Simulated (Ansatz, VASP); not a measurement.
## Two plane-wave programs on BN

```xyz
2
Lattice="0.0000 1.7365 1.7365 1.7365 0.0000 1.7365 1.7365 1.7365 0.0000" Properties=species:S:1:pos:R:3 pbc="T T T"
B     0.0000    0.0000    0.0000
N     2.6047    2.6047    2.6047
```

Alike in both runs: task single point; functional PBE; k mesh 12 × 12 × 12; occupations gaussian, width 0.05 eV; no spin polarisation.

|  | VASP | Ansatz |
| --- | --- | --- |
| version | VASP 6.6.1 | Ansatz 0.2.0 |
| potentials or method | VASP PAW PBE potentials, release 64 (B, N), cutoff 600 eV | scalar-relativistic, plane waves, PAW |
| valence electrons in the cell | 8 | 8 |

```tsv
	VASP	Ansatz	Ansatz less VASP
gap on the k mesh at the Fermi level (eV)	4.58	4.59	+0.011
least direct gap on the mesh (eV)	9.39	9.40	+0.009
```
